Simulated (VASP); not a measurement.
Write the native input for VASP 6.6.1 that does the following.

```yaml
Task: single point
Functional: LDA
Potentials_or_basis: VASP PAW LDA potentials, release 64 (Re)
Cutoff: 520 eV
k_mesh: 11 × 11 × 11
Occupations: fermi-dirac, width 0.1 eV
Spin: no spin polarisation
Dipole_correction: no
Further_INCAR_settings: ALGO = Normal; EDIFF = 1e-06; NBANDS = 14
```

The structure of Re lies in POSCAR:

```
Re
1.0
    0.0000000000      2.8879002456      2.8879002456
    2.8879002456      0.0000000000      2.8879002456
    2.8879002456      2.8879002456      0.0000000000
Re
2
Direct
    0.1250000000      0.1250000000      0.1250000000
    0.8750000000      0.8750000000      0.8750000000
```

This isn't the form of Re at room conditions, which is hcp.

The input as run:

INCAR

```
PREC = Accurate
ENCUT = 520
EDIFF = 1E-6
ISMEAR = -1
SIGMA = 0.1
LREAL = False
LASPH = True
NELM = 100
ALGO = Normal
ISIF = 2
LWAVE = False
LCHARG = True
LELF = True
LVHAR = True
NBANDS = 14
```

KPOINTS

```
Automatic mesh
0
Gamma
  11 11 11
```

Potentials or basis: VASP PAW LDA potentials, release 64 (Re).

Launch:

```sh
$ cat potpaw_LDA.64/Re/POTCAR > POTCAR
$ mpirun -np 1 vasp_std > vasp.out
```

It gave:

```yaml
Pressure: -18.7 GPa
Band_gap_on_the_k_mesh: zero (bands 7 and 8 overlap by 1.04 eV)
```

Caveat: the cell stands under tension; spin-orbit coupling is left out, which moves the levels of the heavy elements.

Wall time 27 s on 1 thread of Intel(R) Xeon(R) Platinum 8488C (Sapphire Rapids), on a shared host, peak memory 0.16 GiB.
